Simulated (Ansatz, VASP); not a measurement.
## PbS, level by level in two programs

```
Pb S
1.0
     2.07995   -5.99130    0.00000
     2.07995    5.99130    0.00000
     0.00000    0.00000    4.27932
Pb S
2 2
Direct
  0.13056 0.86944 0.25000
  0.86944 0.13056 0.75000
  0.35480 0.64520 0.25000
  0.64520 0.35480 0.75000
```

Single points on this cell with VASP 6.6.1 and Ansatz 0.2.0. Each row is one pair of runs. Alike in all rows: spin: off; k mesh: 7 × 7 × 6; VASP's potentials, cutoff: VASP PAW PBE potentials, release 64 (Pb_d, S), 520 eV; Ansatz's potentials, cutoff: Ansatz PAW, 420 eV.

```tsv
level	smearing	gap on the k mesh at the Fermi level (eV), VASP	gap on the k mesh at the Fermi level (eV), Ansatz	least direct gap on the mesh (eV), VASP	least direct gap on the mesh (eV), Ansatz	pressure (GPa), VASP	pressure (GPa), Ansatz
PBE	gaussian, width 0.012 eV	1.26	1.25	1.43	1.43	1.0	1.1
RPBE	fermi-dirac, width 0.05 eV	1.34	1.34	1.52	1.52	2.9	3.0
BLYP+D3(BJ)	fermi-dirac, width 0.05 eV	1.30	1.31	1.49	1.49	0.0	-0.1
PBE	gaussian, width 0.011 eV	1.26	1.25	1.43	1.43	1.0	1.1
```

Gap on the k mesh at the fermi level (eV): the two programs differ by at most 0.009; least direct gap on the mesh (eV): the two programs differ by at most 0.004; pressure (GPa): the two programs differ by at most 0.09.

Neither program's run includes spin-orbit coupling. Noted on Ansatz's runs: odd divisions of the mesh miss points on the zone boundary, where band edges often lie, so the gap on the mesh can be too wide.
